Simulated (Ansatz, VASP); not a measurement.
# One calculation of K, two programs

INCAR

```
SYSTEM = K
PREC = Accurate ; ENCUT = 520
EDIFF = 1E-6 ; ISMEAR = 0
SIGMA = 0.15 ; LREAL = .False.
LASPH = .True. ; NELM = 80
ALGO = Fast ; ISIF = 2
LWAVE = .False. ; LCHARG = .False.
GGA = PE ; NBANDS = 10
```

Contents of KPOINTS:

```
regular mesh
0
Gamma
  14 14 14
  0 0 0
```

File POSCAR:

```
K
1.0
   -2.2993901687      2.6278744785      2.6278744785
    2.6278744785     -2.2993901687      2.6278744785
    2.6278744785      2.6278744785     -2.2993901687
K
1
Direct
    0.0000000000      0.0000000000      0.0000000000
```

Input for Ansatz:

```yaml
crystal:
  lattice:
    - [-2.2993901687, 2.6278744785, 2.6278744785]
    - [2.6278744785, -2.2993901687, 2.6278744785]
    - [2.6278744785, 2.6278744785, -2.2993901687]
  atoms:
    - { symbol: K, position: [0.0, 0.0, 0.0] }
basis:
  ecutwfc: 420
kpoints:
  mp_grid: { grid: [14, 14, 14] }
hamiltonian:
  xc: pbe
scf:
  occupations: { method: gaussian, width: 0.15 }
output:
  forces: true
  stress: true
  eigenvalues: true
```

Alike in both runs: task single point; functional PBE; k mesh 14 × 14 × 14; occupations gaussian, width 0.15 eV; no spin polarisation.

```csv
,VASP,Ansatz
version,VASP 6.6.1,Ansatz 0.2.0
potentials or method,"VASP PAW PBE potentials, release 64 (K_sv), cutoff 520 eV","scalar-relativistic, plane waves, PAW"
valence electrons in the cell,9,9
```

|  | VASP | Ansatz | Ansatz less VASP |
| --- | --- | --- | --- |
| gap on the k mesh at the Fermi level (eV) | none | none | - |
| pressure (GPa) | 0.1 | 0.1 | 0.00 |
| traceless stress, the component that is largest in VASP (GPa) | -0.23 | -0.23 | 0.000 |

A gap of «none» marks a metal or a gap that the smearing closes.
